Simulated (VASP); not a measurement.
A run of VASP 6.6.1:

POSCAR

```
Be5Au
1.0
    0.0000000000      3.0485000000      3.0485000000
    3.0485000000      0.0000000000      3.0485000000
    3.0485000000      3.0485000000      0.0000000000
Be Au
5 1
Direct
    0.6250000000      0.6250000000      0.6250000000
    0.1250000000      0.6250000000      0.6250000000
    0.6250000000      0.6250000000      0.1250000000
    0.6250000000      0.1250000000      0.6250000000
    0.2500000000      0.2500000000      0.2500000000
    0.0000000000      0.0000000000      0.0000000000
```

Contents of INCAR.step1:

```
ALGO = Normal
EDIFF = 1E-4
ENCUT = 600
GGA = PE
ISMEAR = -1
LASPH = T
LCHARG = F
LREAL = F
LWAVE = T
NELM = 80
PREC = Accurate
SIGMA = 0.1
```

The input INCAR.step2:

```
ALGO = Normal
EDIFF = 1E-6
EDIFFG = -0.01
ENCUT = 600
IBRION = 2
ISIF = 3
ISMEAR = -1
ISTART = 1
LASPH = T
LCHARG = F
LMIXTAU = T
LREAL = F
LWAVE = F
METAGGA = R2SCAN
NELM = 80
NSW = 80
PREC = Accurate
SIGMA = 0.1
```

Contents of KPOINTS:

```
k-points
0
Gamma
  9 9 9
```

Potentials or basis: VASP PAW PBE potentials, release 64 (Be, Au).

The run is started by

```sh
$ cat potpaw_PBE.64/Be/POTCAR potpaw_PBE.64/Au/POTCAR > POTCAR
$ cp INCAR.step1 INCAR
$ mpirun -np 1 vasp_std > vasp.out
$ cp INCAR.step2 INCAR
$ mpirun -np 1 vasp_std > vasp.out
```

Hardware: 1 thread of AMD EPYC 7R13 (shared host).

Q: How long does it take, and how much memory?

A: It took 2.9 min on 1 thread of AMD EPYC 7R13, on a shared host, peak memory 0.23 GiB. Counts: k points 35, ion steps 2.
